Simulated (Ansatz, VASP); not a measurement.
One calculation of CaH4, two programs

```xyz
5
Lattice="-1.6424 1.6424 2.7535 1.6424 -1.6424 2.7535 1.6424 1.6424 -2.7535" Properties=species:S:1:pos:R:3 pbc="T T T"
Ca    0.0000    0.0000    0.0000
H     0.0000    1.6424    1.3768
H     1.6424    0.0000    1.3768
H     0.0000    0.0000    2.2267
H     0.0000    0.0000    3.2804
```

Alike in both runs: task single point; functional PBEsol; k mesh 10 × 10 × 10; occupations gaussian, width 0.03 eV; no spin polarisation.

```csv
,VASP,Ansatz
version,VASP 6.6.1,Ansatz 0.2.0
potentials or method,"VASP PAW PBE potentials, release 64 (Ca_sv, H), cutoff 500 eV","scalar-relativistic, plane waves, PAW"
valence electrons in the cell,14,14
```

|  | VASP | Ansatz | Ansatz less VASP |
| --- | --- | --- | --- |
| gap on the k mesh at the Fermi level (eV) | none | none | - |
| pressure (GPa) | 19.2 | 18.9 | -0.27 |
| traceless stress, the component that is largest in VASP (GPa) | -3.84 | -3.89 | -0.046 |
| rms of the force components (eV/Å) | 0.869 | 0.867 | -0.0012 |

VASP's potentials were made for PBE, not for PBEsol. Atom by atom the forces differ by 0.001 eV/Å (rms over components). A gap of «none» marks a metal or a gap that the smearing closes.
